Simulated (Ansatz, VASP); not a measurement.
# One calculation of Se, two programs

```
Se
1.0
     7.74903    0.00000    0.00000
     0.00000    3.58571    0.00000
     0.00000    0.00000    4.50178
Se
8
Direct
  0.15428 0.25000 0.53118
  0.34572 0.75000 0.03118
  0.65428 0.25000 0.96882
  0.84572 0.75000 0.46882
  0.05650 0.75000 0.84995
  0.44350 0.25000 0.34995
  0.55650 0.75000 0.65005
  0.94350 0.25000 0.15005
```

Alike in both runs: task single point; functional PBE; k mesh 2 × 6 × 4; occupations gaussian, width 0.1 eV; no spin polarisation.

```csv
,VASP,Ansatz
version,VASP 6.6.1,Ansatz 0.2.0
potentials or method,"VASP PAW PBE potentials, release 64 (Se), cutoff 520 eV","scalar-relativistic, plane waves, PAW"
valence electrons in the cell,48,128
```

```csv
,VASP,Ansatz,Ansatz less VASP
gap on the k mesh at the Fermi level (eV),none,none,-
rms of the force components (eV/Å),1.030,1.023,-0.0070
```

Atom by atom the forces differ by 0.010 eV/Å (rms over components). A gap of «none» marks a metal or a gap that the smearing closes. VASP's potentials hold 48 valence electrons a cell and Ansatz's 128, so a difference there can come from the potentials and not from the codes.

The k mesh is coarse, so the values compare programs but aren't converged.
